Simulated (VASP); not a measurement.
# Ta (Im-3m) in VASP: notebook, part 2 of 2

VASP 6.6.1. The steps go on from the part before.

## Step 4: Single point, r2SCAN

This run uses another cell than the first one, of 18.09 Å³/atom.

POSCAR

```
Ta
1.0
   -1.6537881956      1.6537881956      1.6537881956
    1.6537881956     -1.6537881956      1.6537881956
    1.6537881956      1.6537881956     -1.6537881956
Ta
1
Direct
    0.0000000000      0.0000000000      0.0000000000
```

INCAR.step1

```
PREC     = Accurate       # precision mode
ENCUT    = 520            # plane-wave cutoff, eV
ISMEAR   = -1             # smearing method
SIGMA    = 0.15           # smearing width, eV
LREAL    = F              # projectors in reciprocal space
LASPH    = T              # aspherical terms in the spheres
NELM     = 60             # most SCF steps
NBANDS   = 12             # bands
GGA      = PE             # functional
ALGO     = Normal         # electronic algorithm
EDIFF    = 1E-4           # SCF threshold, eV
LWAVE    = T              # write WAVECAR
LCHARG   = F              # write CHGCAR
```

INCAR.step2

```
PREC     = Accurate       # precision mode
ENCUT    = 520            # plane-wave cutoff, eV
EDIFF    = 1E-6           # SCF threshold, eV
ISMEAR   = -1             # smearing method
SIGMA    = 0.15           # smearing width, eV
LREAL    = F              # projectors in reciprocal space
LASPH    = T              # aspherical terms in the spheres
NELM     = 60             # most SCF steps
ALGO     = Normal         # electronic algorithm
ISIF     = 2              # what is computed and relaxed
LWAVE    = F              # write WAVECAR
LCHARG   = F              # write CHGCAR
METAGGA  = R2SCAN         # meta-GGA
LMIXTAU  = T            
NBANDS   = 12             # bands
ISTART   = 1
```

KPOINTS

```
Automatic mesh
0
Gamma
  24 24 24
```

Potentials or basis: VASP PAW PBE potentials, release 64 (Ta_pv).

Command:

```sh
$ cat potpaw_PBE.64/Ta_pv/POTCAR > POTCAR
$ cp INCAR.step1 INCAR
$ mpirun -np 1 vasp_std > vasp.out
$ cp INCAR.step2 INCAR
$ mpirun -np 1 vasp_std > vasp.out
```

OUTCAR:

```text
PREC = Accurate
   ENCUT = 520
   EDIFF = 1E-6
   ISMEAR = -1
   LREAL = F
   LASPH = T
   NELM = 60
   ISIF = 2
   METAGGA = R2SCAN
   ISTART = 1

 ion  position               nearest neighbor table
   1  0.000  0.000  0.000-

  LATTYP: Found a body centered cubic cell.
 ALAT       =     3.3075763912

  Lattice vectors:

 A1 = (  -1.6537881956,   1.6537881956,   1.6537881956)
 A2 = (   1.6537881956,  -1.6537881956,   1.6537881956)
 A3 = (   1.6537881956,   1.6537881956,  -1.6537881956)

Analysis of symmetry for initial positions (statically):
=====================================================================
 Subroutine PRICEL returns:
 Original cell was already a primitive cell.

 Routine SETGRP: Setting up the symmetry group for a
 body centered cubic supercell.

 Subroutine GETGRP returns: Found 48 space group operations
 (whereof 48 operations were pure point group operations)
 out of a pool of 48 trial point group operations.

The static configuration has the point symmetry O_h .

[... 166 lines left out ...]
  band No.  band energies     occupation
      1     -28.9475      2.00000
      2     -28.9475      2.00000
      3     -28.9475      2.00000
      4      -3.0235      2.00000
      5       6.1313      0.00867
      6       6.1313      0.00867
      7       6.1313      0.00867
      8       9.6067      0.00000
      9       9.6067      0.00000
     10      17.3863      0.00000
     11      21.0445      0.00000
     12      21.0445      0.00000
[... 331 lines left out ...]
 k-point    24 :       0.4583    0.0417   -0.0000
  band No.  band energies     occupation
      1     -30.1538      2.00000
      2     -29.3418      2.00000
      3     -28.9642      2.00000
      4       0.8096      2.00000
      5       3.7551      1.99994
      6       6.5840      0.00043
      7       9.4482      0.00000
      8      10.5778      0.00000
      9      13.3417      0.00000
     10      17.3405      0.00000
     11      17.5901      0.00000
     12      17.9729      0.00000

 [... further k-points ...]

------------------------ aborting loop because EDIFF is reached ----------------------------------------

  FORCE on cell =-STRESS in cart. coord.  units (eV):
  Direction    XX          YY          ZZ          XY          YZ          ZX
  --------------------------------------------------------------------------------------
  -------------------------------------------------------------------------------------
  Total        0.0661393      0.0661393      0.0661393     -0.0000000     -0.0000000      0.0000000
  in kB        5.8569410      5.8569410      5.8569410     -0.0000000     -0.0000000      0.0000000
  external PRESSURE =       5.8569410 kB  Pullay stress =       0.0000000 kB

 VOLUME and BASIS-vectors are now :
 -----------------------------------------------------------------------------
  energy-cutoff  :      520.00
  volume of cell :       18.09
      direct lattice vectors                 reciprocal lattice vectors
    -1.653788196  1.653788196  1.653788196     0.000000000  0.302336177  0.302336177
     1.653788196 -1.653788196  1.653788196     0.302336177  0.000000000  0.302336177
     1.653788196  1.653788196 -1.653788196     0.302336177  0.302336177  0.000000000

 POSITION                                       TOTAL-FORCE (eV/Angst)
 -----------------------------------------------------------------------------------
      0.00000      0.00000      0.00000         0.000000      0.000000     -0.000000
 -----------------------------------------------------------------------------------
    total drift:                                0.000000      0.000000     -0.000000

  FREE ENERGIE OF THE ION-ELECTRON SYSTEM (eV)
  ---------------------------------------------------
  free  energy   TOTEN  =       -48.6257848812 eV

  energy  without entropy=      -48.5348353724  energy(sigma->0) =      -48.58031013
```

OUTCAR.step1:

```text
PREC = Accurate
   ENCUT = 520
   ISMEAR = -1
   LREAL = F
   LASPH = T
   NELM = 60
[... 574 lines left out ...]

 POSITION                                       TOTAL-FORCE (eV/Angst)
 -----------------------------------------------------------------------------------
      0.00000      0.00000      0.00000         0.000000     -0.000000      0.000000
 -----------------------------------------------------------------------------------
    total drift:                               -0.000000      0.000000      0.000000

  FREE ENERGIE OF THE ION-ELECTRON SYSTEM (eV)
  ---------------------------------------------------
  free  energy   TOTEN  =       -11.8597659315 eV

  energy  without entropy=      -11.7644659644  energy(sigma->0) =      -11.81211595
```

It took 3.5 min on 1 thread of Intel Xeon Platinum 8375C at 2.90GHz (Ice Lake), shared host; peak memory 0.21 GiB.

Results:

| Quantity | Value |
| --- | --- |
| Free energy | -48.6258 eV |
| Pressure | 0.6 GPa |
| Band gap on the k mesh | zero (an odd number of electrons rules out a gap without spin polarisation) |

Caveat: the PAW data sets were made with another functional, which shifts forces and pressure a little; spin-orbit coupling is left out, which moves the levels of the heavy elements.

## Step 5: Relaxation of cell and atoms, r2SCAN

This run uses another cell than the first one, of 18.05 Å³/atom.

POSCAR

```
Ta
1.0
   -1.6524942856      1.6524942856      1.6524942856
    1.6524942856     -1.6524942856      1.6524942856
    1.6524942856      1.6524942856     -1.6524942856
Ta
1
Direct
    0.0000000000      0.0000000000      0.0000000000
```

INCAR.step1

```
PREC     = Accurate       # precision mode
ENCUT    = 600            # plane-wave cutoff, eV
ISMEAR   = -1             # smearing method
SIGMA    = 0.15           # smearing width, eV
LREAL    = False          # projectors in reciprocal space
LASPH    = True           # aspherical terms in the spheres
NELM     = 60             # most SCF steps
GGA      = PE             # functional
ALGO     = Normal         # electronic algorithm
EDIFF    = 1E-4           # SCF threshold, eV
LWAVE    = True           # write WAVECAR
LCHARG   = False          # write CHGCAR
```

INCAR.step2

```
PREC     = Accurate       # precision mode
ENCUT    = 600            # plane-wave cutoff, eV
EDIFF    = 1E-7           # SCF threshold, eV
ISMEAR   = -1             # smearing method
SIGMA    = 0.15           # smearing width, eV
LREAL    = False          # projectors in reciprocal space
LASPH    = True           # aspherical terms in the spheres
NELM     = 60             # most SCF steps
ALGO     = Normal         # electronic algorithm
ISIF     = 3              # what is computed and relaxed
LWAVE    = False          # write WAVECAR
LCHARG   = False          # write CHGCAR
METAGGA  = R2SCAN         # meta-GGA
LMIXTAU  = True         
IBRION   = 2              # ionic algorithm
NSW      = 80             # ionic steps
EDIFFG   = -0.001         # ionic threshold
ISTART   = 1
```

KPOINTS

```
regular mesh
0
Gamma
  24 24 24
```

Potentials or basis: VASP PAW PBE potentials, release 64 (Ta_pv).

Command:

```sh
$ cat potpaw_PBE.64/Ta_pv/POTCAR > POTCAR
$ cp INCAR.step1 INCAR
$ mpirun -np 1 vasp_std > vasp.out
$ cp INCAR.step2 INCAR
$ mpirun -np 1 vasp_std > vasp.out
```

OUTCAR:

```text
PREC = Accurate
   ENCUT = 600
   EDIFF = 1E-7
   ISMEAR = -1
   LREAL = False
   LASPH = True
   NELM = 60
   ISIF = 3
   METAGGA = R2SCAN
   IBRION = 2
   NSW = 80
   EDIFFG = -0.001
   ISTART = 1

 ion  position               nearest neighbor table
   1  0.000  0.000  0.000-

  LATTYP: Found a body centered cubic cell.
 ALAT       =     3.3049885712

  Lattice vectors:

 A1 = (  -1.6524942856,   1.6524942856,   1.6524942856)
 A2 = (   1.6524942856,  -1.6524942856,   1.6524942856)
 A3 = (   1.6524942856,   1.6524942856,  -1.6524942856)

Analysis of symmetry for initial positions (statically):
=====================================================================
 Subroutine PRICEL returns:
[... 288 lines left out ...]
 fundamental gap:      0.0026752168
 Fermi energy:         5.2934672687

 k-point     1 :       0.0000    0.0000    0.0000
  band No.  band energies     occupation
      1     -28.9816      2.00000
      2     -28.9816      2.00000
      3     -28.9816      2.00000
      4      -3.0355      2.00000
      5       6.1089      0.00867
      6       6.1089      0.00867
      7       6.1089      0.00867
      8       9.5744      0.00000
      9       9.5744      0.00000
[... 265 lines left out ...]
 k-point    24 :       0.4583    0.0417    0.0000
  band No.  band energies     occupation
      1     -30.1770      2.00000
      2     -29.3726      2.00000
      3     -28.9981      2.00000
      4       0.7995      2.00000
      5       3.7410      1.99994
      6       6.5485      0.00046
      7       9.4143      0.00000
      8      10.5403      0.00000
      9      13.2920      0.00000

 [... further k-points ...]

------------------------ aborting loop because EDIFF is reached ----------------------------------------

  FORCE on cell =-STRESS in cart. coord.  units (eV):
  Direction    XX          YY          ZZ          XY          YZ          ZX
  --------------------------------------------------------------------------------------
  -------------------------------------------------------------------------------------
  Total       -0.0000649     -0.0000649     -0.0000649      0.0000000      0.0000000     -0.0000000
  in kB       -0.0057329     -0.0057329     -0.0057329      0.0000000      0.0000000     -0.0000000
  external PRESSURE =      -0.0057329 kB  Pullay stress =       0.0000000 kB
[... 16 lines left out ...]
  FREE ENERGIE OF THE ION-ELECTRON SYSTEM (eV)
  ---------------------------------------------------
  free  energy   TOTEN  =       -48.6262158753 eV

  energy  without entropy=      -48.5350185694  energy(sigma->0) =      -48.58061722

 reached required accuracy - stopping structural energy minimisation
```

OUTCAR.step1:

```text
PREC = Accurate
   ENCUT = 600
   ISMEAR = -1
   LREAL = False
   LASPH = True
   NELM = 60
[... 502 lines left out ...]
 POSITION                                       TOTAL-FORCE (eV/Angst)
 -----------------------------------------------------------------------------------
      0.00000      0.00000      0.00000         0.000000      0.000000      0.000000
 -----------------------------------------------------------------------------------
    total drift:                                0.000000      0.000000     -0.000000

  FREE ENERGIE OF THE ION-ELECTRON SYSTEM (eV)
  ---------------------------------------------------
  free  energy   TOTEN  =       -11.8592562533 eV

  energy  without entropy=      -11.7641955573  energy(sigma->0) =      -11.81172591
```

OSZICAR.step1:

```text
N       E                     dE             d eps       ncg     rms          rms(c)
DAV:   1     0.514777717994E+02    0.51478E+02   -0.70964E+03  7442   0.130E+03
DAV:   2    -0.115364411004E+02   -0.63014E+02   -0.62130E+02  9407   0.262E+02
DAV:   3    -0.123128553589E+02   -0.77641E+00   -0.74788E+00  8670   0.285E+01
DAV:   4    -0.123184551759E+02   -0.55998E-02   -0.55733E-02  8412   0.193E+00
DAV:   5    -0.123184936248E+02   -0.38449E-04   -0.38446E-04  8304   0.138E-01    0.134E+01
DAV:   6    -0.119666895444E+02    0.35180E+00   -0.39505E-01  7736   0.770E+00    0.651E+00
DAV:   7    -0.118604810300E+02    0.10621E+00   -0.32935E-01  7793   0.665E+00    0.384E-01
DAV:   8    -0.118592843045E+02    0.11967E-02   -0.40817E-03  8053   0.835E-01    0.114E-01
DAV:   9    -0.118592562533E+02    0.28051E-04   -0.14789E-04  6370   0.158E-01
   1 F= -.11859256E+02 E0= -.11811726E+02  d E =-.950607E-01
```

It took 8.5 min on 1 thread of Intel Xeon Platinum 8375C at 2.90GHz (Ice Lake), shared host; peak memory 0.23 GiB.

Results:

- Free energy: -48.6262 eV
- Relaxed volume: 18.14 Å³/atom
- Relaxed cell: a = 2.867 Å, b = 2.867 Å, c = 2.867 Å, α = 109.47°, β = 109.47°, γ = 109.47°
- Space group after relaxing (to 0.1 Å): Im-3m (No. 229)
- Energy gained by relaxing: 0.3 meV/atom
- Ionic steps: 4
- Pressure after relaxing: 0.0 GPa
- Band gap on the k mesh: zero (an odd number of electrons rules out a gap without spin polarisation)

Step by step:
| step | energy change (eV) | largest force (eV/Å) | pressure (GPa) | volume (Å³) |
| --- | --- | --- | --- | --- |
| 1 | 0.0000 | 0.0000 | 1.03 | 18.05 |
| 2 | 0.0013 | 0.0000 | -2.31 | 18.36 |
| 3 | -0.0003 | 0.0000 | 0.01 | 18.14 |
| 4 | -0.0003 | 0.0000 | 0.00 | 18.14 |

Final structure:
```cif
data_structure
_symmetry_space_group_name_H-M 'P 1'
_symmetry_Int_Tables_number 1
_cell_length_a 2.8671
_cell_length_b 2.8671
_cell_length_c 2.8671
_cell_angle_alpha 109.471
_cell_angle_beta 109.471
_cell_angle_gamma 109.471
_cell_volume 18.14
loop_
_atom_site_label
_atom_site_type_symbol
_atom_site_fract_x
_atom_site_fract_y
_atom_site_fract_z
_atom_site_occupancy
Ta1 Ta 0.00000 0.00000 0.00000 1
```

Caveat: the PAW data sets were made with another functional, which shifts forces and pressure a little; spin-orbit coupling is left out, which moves the levels of the heavy elements.

## Step 6: Overview

```csv
task,cell,k mesh,cutoff (eV),smearing,gap on the mesh (eV),pressure (GPa)
single point,"a = 2.866 Å, angles 109.5°, 1 atom",8 × 8 × 8,520,gaussian 0.1 eV,none,-2.7
single point,"a = 2.862 Å, angles 109.5°, 1 atom",24 × 24 × 24,520,gaussian 0.1 eV,none,0.6
single point,"a = 2.864 Å, angles 109.5°, 1 atom",24 × 24 × 24,520,fermi-dirac 0.15 eV,none,0.6
relaxation of cell and atoms,"relaxed from a = 2.862 Å, angles 109.5°, 1 atom",24 × 24 × 24,600,fermi-dirac 0.15 eV,none,0.0
```

Alike in all rows: level r2SCAN; potentials or basis VASP PAW PBE potentials, release 64 (Ta_pv); no spin polarisation.

Caveats: the PAW data sets were made with another functional, which shifts forces and pressure a little; spin-orbit coupling is left out, which moves the levels of the heavy elements.

Total energies depend on the potentials used, so only differences within one code and one set of settings carry meaning.

The gap in the log of VASP goes by the Fermi energy; the results here count the filled bands.